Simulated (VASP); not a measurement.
# GaSbTe2 (I4/mcm) in VASP: single point with PBEsol

Aim: the single point of GaSbTe2 with PBEsol.

All numbers are computed with VASP 6.6.1; they aren't measurements. Logs are shortened: lines on timing, memory, paths and dates and some standing lists are left out, and cuts for length are marked.

**1. The cell of the first run**

It takes space group I4/mcm (No. 140, tetragonal). The conventional cell has a = 8.466 Å, b = 8.466 Å, c = 6.895 Å, α = 90.00°, β = 90.00°, γ = 90.00°. Ga (site symmetry -42m) has 4 Te at 2.67 Å and 2 Ga at 3.45 Å within 3.5 Å. Within 3.6 Å of Te (site symmetry m2m) lie 2 Ga at 2.67 Å and 4 Sb at 3.58 Å. Within 4.5 Å of Sb (site symmetry 422) lie 2 Sb at 3.45 Å and 8 Te at 3.58 Å and 4 Ga at 4.23 Å.

**2. Single point, PBEsol**

POSCAR reads:

```
GaSbTe2
1.0
    0.0000000000      0.0000000000      6.8949340000
    4.2328770000     -4.2328770000      3.4474670000
    4.2328770000      4.2328770000     -3.4474670000
Ga Te Sb
2 4 2
Direct
    0.7500000000      0.5000000000      0.5000000000
    0.2500000000      0.5000000000      0.5000000000
    0.6700000000      0.5000000000      0.8400000000
    0.1700000000      0.1600000000      0.5000000000
    0.3300000000      0.5000000000      0.1600000000
    0.8300000000      0.8400000000      0.5000000000
    0.2500000000      0.0000000000      0.0000000000
    0.7500000000      0.0000000000      0.0000000000
```

INCAR.step1 reads:

```
SYSTEM = GaSbTe2
ALGO     = Normal         ! electronic algorithm
EDIFF    = 1E-6           ! SCF threshold, eV
ENCUT    = 520            ! plane-wave cutoff, eV
GGA      = PS             ! functional
ISIF     = 2              ! what is computed and relaxed
ISMEAR   = -1             ! smearing method
LASPH    = .True.         ! aspherical terms in the spheres
LCHARG   = .True.         ! write CHGCAR
LREAL    = .False.        ! projectors in reciprocal space
LUSENCCL = .False.      
LWAVE    = .False.        ! write WAVECAR
NBANDS   = 40             ! bands
NELM     = 100            ! most SCF steps
PREC     = Accurate       ! precision mode
SIGMA    = 0.013          ! smearing width, eV
```

KPOINTS.step1 reads:

```
k-points
0
Gamma
  6 6 6
  0 0 0
```

INCAR.step2 reads:

```
SYSTEM = GaSbTe2
ALGO     = Normal         ! electronic algorithm
EDIFF    = 1E-6           ! SCF threshold, eV
ENCUT    = 520            ! plane-wave cutoff, eV
GGA      = PS             ! functional
ICHARG   = 11             ! starting density
ISIF     = 2              ! what is computed and relaxed
ISMEAR   = -5             ! smearing method
LASPH    = .True.         ! aspherical terms in the spheres
LCHARG   = .False.        ! write CHGCAR
LORBIT   = 11             ! projections on sites
LREAL    = .False.        ! projectors in reciprocal space
LUSENCCL = .False.      
LWAVE    = .False.        ! write WAVECAR
NBANDS   = 40             ! bands
NEDOS    = 2001           ! points of the DOS
NELM     = 100            ! most SCF steps
PREC     = Accurate       ! precision mode
SIGMA    = 0.013          ! smearing width, eV
```

KPOINTS.step2 reads:

```
k-points
0
Gamma
  9 9 9
  0 0 0
```

Potentials or basis: VASP PAW PBE potentials, release 64 (Ga_d, Te, Sb).

Started as:

```sh
cat potpaw_PBE.64/Ga_d/POTCAR potpaw_PBE.64/Te/POTCAR potpaw_PBE.64/Sb/POTCAR > POTCAR
cp INCAR.step1 INCAR
cp KPOINTS.step1 KPOINTS
mpirun -np 1 vasp_std > vasp.out
cp INCAR.step2 INCAR
cp KPOINTS.step2 KPOINTS
mpirun -np 1 vasp_std > vasp.out
```

OUTCAR:

```text
SYSTEM = GaSbTe2
   EDIFF = 1E-6
   ENCUT = 520
   GGA = PS
   ICHARG = 11
   ISIF = 2
   ISMEAR = -5
   LASPH = .True.
   LORBIT = 11
   LREAL = .False.
   NELM = 100
   PREC = Accurate

 ion  position               nearest neighbor table
   1  0.750  0.500  0.500-   3 2.67   4 2.67   5 2.67   6 2.67
   2  0.250  0.500  0.500-   3 2.67   4 2.67   5 2.67   6 2.67
   3  0.670  0.500  0.840-   1 2.67   2 2.67   7 3.58   7 3.58   8 3.58   8 3.58
   4  0.170  0.160  0.500-   1 2.67   2 2.67   8 3.58   7 3.58   7 3.58   8 3.58
   5  0.330  0.500  0.160-   1 2.67   2 2.67   7 3.58   7 3.58   8 3.58   8 3.58
   6  0.830  0.840  0.500-   1 2.67   2 2.67   7 3.58   8 3.58   8 3.58   7 3.58
   7  0.250  0.000  0.000-   8 3.45   8 3.45   5 3.58   6 3.58   4 3.58   6 3.58   3 3.58   5 3.58
                             3 3.58   4 3.58
   8  0.750  0.000  0.000-   7 3.45   7 3.45   4 3.58   5 3.58   6 3.58   5 3.58   6 3.58   3 3.58
                             3 3.58   4 3.58

  LATTYP: Found a body centered tetragonal cell.
 ALAT       =     8.4657540000
 C/A-ratio  =     0.8144500773

  Lattice vectors:

 A1 = (   4.2328770000,  -4.2328770000,  -3.4474670000)
 A2 = (  -4.2328770000,   4.2328770000,  -3.4474670000)
 A3 = (   4.2328770000,   4.2328770000,   3.4474670000)

Analysis of symmetry for initial positions (statically):
=====================================================================
 Subroutine PRICEL returns:
 Original cell was already a primitive cell.

 Routine SETGRP: Setting up the symmetry group for a
 body centered tetragonal supercell.

 Subroutine GETGRP returns: Found 16 space group operations
 (whereof  8 operations were pure point group operations)
 out of a pool of 16 trial point group operations.

The static configuration has the point symmetry C_4h.
 The point group associated with its full space group is D_4h.

Analysis of symmetry for dynamics (positions and initial velocities):
=====================================================================
 Subroutine PRICEL returns:
 Original cell was already a primitive cell.

 Routine SETGRP: Setting up the symmetry group for a
 body centered tetragonal supercell.

 Subroutine GETGRP returns: Found 16 space group operations
 (whereof  8 operations were pure point group operations)
 out of a pool of 16 trial point group operations.

The dynamic configuration has the point symmetry C_4h.
 The point group associated with its full space group is D_4h.

 Subroutine INISYM returns: Found 16 space group operations
 (whereof  8 operations are pure point group operations),
 and found     1 'primitive' translations

----------------------------------------------------------------------------------------

                                     Primitive cell

  volume of cell :     247.0765

  direct lattice vectors                    reciprocal lattice vectors
     0.000000000  0.000000000  6.894934000     0.000000000  0.118122969  0.145034021
     4.232877000 -4.232877000  3.447467000     0.118122969 -0.118122969  0.000000000
     4.232877000  4.232877000 -3.447467000     0.118122969  0.118122969 -0.000000000

  length of vectors
     6.894934000  6.907931971  6.907931971     0.187050536  0.167051105  0.167051105

  position of ions in fractional coordinates (direct lattice)
     0.750000000  0.500000000  0.500000000
     0.250000000  0.500000000  0.500000000
     0.670000000  0.500000000  0.840000000
     0.170000000  0.160000000  0.500000000
     0.330000000  0.500000000  0.160000000
     0.830000000  0.840000000  0.500000000
     0.250000000  0.000000000  0.000000000
     0.750000000  0.000000000  0.000000000

  ion indices of the primitive-cell ions
   primitive index   ion index
                 1           1
                 2           2
                 3           3
                 4           4
                 5           5
                 6           6
                 7           7
                 8           8

----------------------------------------------------------------------------------------

 KPOINTS: k-points

Automatic generation of k-mesh.
 Grid dimensions read from file:
 generate k-points for:    9    9    9

 Generating k-lattice:

  Cartesian coordinates                     Fractional coordinates (reciprocal lattice)
     0.000000000  0.013124774  0.016114891     0.111111111  0.000000000 -0.000000000
     0.013124774 -0.013124774  0.000000000     0.000000000  0.111111111  0.000000000
     0.013124774  0.013124774 -0.000000000     0.000000000  0.000000000  0.111111111

  Length of vectors
     0.020783393  0.018561234  0.018561234

  Shift w.r.t. Gamma in fractional coordinates (k-lattice)
     0.000000000  0.000000000  0.000000000

 TETIRR: Found    517 inequivalent tetrahedra from     4374

 Subroutine IBZKPT returns following result:
 ===========================================

 Found     75 irreducible k-points:

 Following reciprocal coordinates:
            Coordinates               Weight
  0.000000  0.000000  0.000000      1.000000
  0.111111  0.000000  0.000000      8.000000
  0.222222  0.000000  0.000000      8.000000
  0.333333  0.000000  0.000000      8.000000
  0.444444  0.000000  0.000000      8.000000
  0.000000  0.111111  0.000000      4.000000
[... 16 lines left out ...]
 -0.111111  0.333333  0.000000     16.000000
  0.000000  0.444444  0.000000      4.000000
 [... further k-points ...]
   k-points           NKPTS =     75   k-points in BZ     NKDIM =     75   number of bands    NBANDS=     40
   number of dos      NEDOS =   2001   number of ions     NIONS =      8
   total plane-waves  NPLWV = 157464
   dimension x,y,z NGX =    54 NGY =   54 NGZ =   54
   dimension x,y,z NGXF=   108 NGYF=  108 NGZF=  108
   ions per type =               2   4   2
   NGX,Y,Z   is equivalent  to a cutoff of  13.02, 13.00, 13.00 a.u.
   NGXF,Y,Z  is equivalent  to a cutoff of  26.04, 25.99, 25.99 a.u.
 SYSTEM =  GaSbTe2
   PREC   = accura    normal or accurate (medium, high low for compatibility)
   ISTART =      0    job   : 0-new  1-cont  2-samecut
   ICHARG =     11    charge: 1-file 2-atom 10-const
   ISPIN  =      1    spin polarized calculation?
   LNONCOLLINEAR =      F non collinear calculations
   LSORBIT =      F    spin-orbit coupling
   LASPH  =      T    aspherical Exc in radial PAW
   ENCUT  =  520.0 eV  38.22 Ry    6.18 a.u.  12.82 12.84 12.84*2*pi/ulx,y,z
   NELM   =    100;   NELMIN=  2; NELMDL=  0     # of ELM steps
   EDIFF  = 0.1E-05   stopping-criterion for ELM
   LREAL  =      F    real-space projection
   EDIFFG = 0.1E-04   stopping-criterion for IOM
   NSW    =      0    number of steps for IOM
   IBRION =     -1    ionic relax: 0-MD 1-quasi-New 2-CG
   NFREE  =      0    steps in history (QN), initial steepest desc. (CG)
   ISIF   =      2    stress and relaxation
   ISYM   =      2    0-nonsym 1-usesym 2-fastsym
   POTIM  = 0.5000    time-step for ionic-motion
   TEBEG  =    0.0;   TEEND  =   0.0 temperature during run
   PSTRESS=    0.0 pullay stress
   NELECT =      60.0000    total number of electrons
   NUPDOWN=      -1.0000    fix difference up-down
   EMIN   =  10.00;   EMAX   =-10.00  energy-range for DOS
   EFERMI =   0.00;   METHOD = LEGACY
   ISMEAR =    -5;   SIGMA  =   0.01  broadening in eV -4-tet -1-fermi 0-gaus
   EFERMI_NEDOS =   21; number of points for ismear=-14 and -15
   IALGO  =     38    algorithm
   IMIX   =      4    mixing-type and parameters
     AMIX     =   0.40;   BMIX     =  1.00
     AMIX_MAG =   1.60;   BMIX_MAG =  1.00
  volume/ion in A,a.u.               =      30.88       208.42
  Fermi-wavevector in a.u.,A,eV,Ry     =   1.021366  1.930102 14.193444  1.043189
  Thomas-Fermi vector in A             =   2.154987
   LORBIT       =     11    0 simple, 1 ext, 2 COOP (PROOUT), +10 PAW based schemes
   GGA     = PS    functional components
   LHFCALC =     F    Hartree Fock is set to
   AEXX    =    0.0000 exact exchange contribution
   IVDW    =     0    specifies the selected vdW correction
   LEPSILON=     F    determine dielectric tensor
   LRPA    =     F    only Hartree local field effects (RPA)
 non-spin polarized calculation
 Fermi weights with tetrahedron method with Bloechl corrections
  energy-cutoff  :      520.00
  volume of cell :      247.08
 maximum number of plane-waves:      6675
 NGX is ok and might be reduce to    54

 number of electron      59.9999982 magnetization

 Free energy of the ion-electron system (eV)
  ---------------------------------------------------
  ext. energy  EPLUGINS =         0.00000000
  ---------------------------------------------------
  free energy    TOTEN  =       -29.48055352 eV

  energy without entropy =      -29.48055352  energy(sigma->0) =      -29.48055352

 E-fermi :   5.4329     XC(G=0):  -9.4373

 val. band max:        5.5102617091   @ k =  -0.4444  -0.2222   0.2222
 cond. band min:       5.4076765849   @ k =   0.2222   0.4444   0.2222
 fundamental gap:     -0.1025851241
 Fermi energy:         5.4328844266

 k-point     1 :       0.0000    0.0000    0.0000
  band No.  band energies     occupation
      1      -9.7461      2.00000
      2      -9.7461      2.00000
      3      -9.6993      2.00000
      4      -9.6960      2.00000
      5      -9.6602      2.00000
      6      -9.6567      2.00000
[... 32 lines left out ...]
     39       9.8511      0.00000
[... 988 lines left out ...]
     39       9.7584      0.00000
     40       9.8861      0.00000

 [... further k-points ...]

------------------------ aborting loop because EDIFF is reached ----------------------------------------

  FORCE on cell =-STRESS in cart. coord.  units (eV):
  Direction    XX          YY          ZZ          XY          YZ          ZX
  --------------------------------------------------------------------------------------
  -------------------------------------------------------------------------------------
  Total       -4.6358358     -4.6358358     -6.0147684      0.0000000      0.0000000      0.0000000
  in kB      -30.0612629    -30.0612629    -39.0030067      0.0000000      0.0000000      0.0000000
  external PRESSURE =     -33.0418442 kB  Pullay stress =       0.0000000 kB

 VOLUME and BASIS-vectors are now :
 -----------------------------------------------------------------------------
  energy-cutoff  :      520.00
  volume of cell :      247.08
      direct lattice vectors                 reciprocal lattice vectors
     0.000000000  0.000000000  6.894934000     0.000000000  0.118122969  0.145034021
     4.232877000 -4.232877000  3.447467000     0.118122969 -0.118122969  0.000000000
     4.232877000  4.232877000 -3.447467000     0.118122969  0.118122969 -0.000000000

 POSITION                                       TOTAL-FORCE (eV/Angst)
 -----------------------------------------------------------------------------------
      4.23288      0.00000      5.17120         0.000000      0.000000     -0.000000
      4.23288      0.00000      1.72373         0.000000      0.000000      0.000000
      5.67206      1.43918      3.44747         0.328681      0.328681     -0.000000
      2.79370      1.43918      0.00000        -0.328681      0.328681     -0.000000
      2.79370     -1.43918      3.44747        -0.328681     -0.328681      0.000000
      5.67206     -1.43918      6.89493         0.328681     -0.328681      0.000000
      0.00000      0.00000      1.72373         0.000000      0.000000     -0.000000
      0.00000      0.00000      5.17120        -0.000000      0.000000     -0.000000
 -----------------------------------------------------------------------------------
    total drift:                                0.000000     -0.000000      0.000000

  FREE ENERGIE OF THE ION-ELECTRON SYSTEM (eV)
  ---------------------------------------------------
  free  energy   TOTEN  =       -29.4805535209 eV

  energy  without entropy=      -29.4805535209  energy(sigma->0) =      -29.48055352

 total charge

# of ion       s       p       d       tot
------------------------------------------
    1        0.942   0.666   9.983  11.591
    2        0.942   0.666   9.983  11.591
    3        1.402   1.900   0.033   3.335
    4        1.402   1.900   0.033   3.335
    5        1.402   1.900   0.033   3.335
    6        1.402   1.900   0.033   3.335
    7        1.267   0.958   0.020   2.244
    8        1.267   0.958   0.020   2.244
--------------------------------------------------
tot         10.024  10.847  20.138  41.008
```

Wall time 5.1 min (1 × NVIDIA H100 80GB with 1 thread of AMD EPYC 7R13 (Zen 3), shared host); peak memory 1.9 GiB.

What came out:

| Item | Value |
| --- | --- |
| Valence electrons inside the program's atomic spheres | Ga 11.59; Te 3.33; Sb 2.24 |

Caveat: the PAW data sets were made with another functional, which shifts forces and pressure a little; spin-orbit coupling is left out, which moves the levels of the heavy elements.
